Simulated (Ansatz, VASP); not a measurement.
**One calculation of Rh, two programs**

```
Rh
1.0
    -0.09091    1.85720    1.85720
     1.85720   -0.09091    1.85720
     1.85720    1.85720   -0.09091
Rh
1
Direct
  0.00000 0.00000 0.00000
```

Alike in both runs: task single point; functional PBEsol; k mesh 24 × 24 × 24; occupations gaussian, width 0.15 eV; no spin polarisation.

|  | VASP | Ansatz |
| --- | --- | --- |
| version | VASP 6.6.1 | Ansatz 0.2.0 |
| potentials or method | VASP PAW PBE potentials, release 64 (Rh_pv), cutoff 520 eV | scalar-relativistic, plane waves, PAW |
| valence electrons in the cell | 15 | 17 |

Ansatz gave:

| Item | Value |
| --- | --- |
| gap on the k mesh at the Fermi level (eV) | none |
| pressure (GPa) | -3.1 |
| traceless stress, the component that is largest in VASP (GPa) | 9.38 |

Question: Estimate VASP's values.

Answer: gap on the k mesh at the Fermi level (eV): none; pressure (GPa): -3.4; traceless stress, the component that is largest in VASP (GPa): 9.38.

VASP's potentials were made for PBE, not for PBEsol. A gap of «none» marks a metal or a gap that the smearing closes. With one functional, cell and mesh, what is left measures potentials, basis and numerics. VASP's potentials hold 15 valence electrons a cell and Ansatz's 17, so a difference there can come from the potentials and not from the codes.
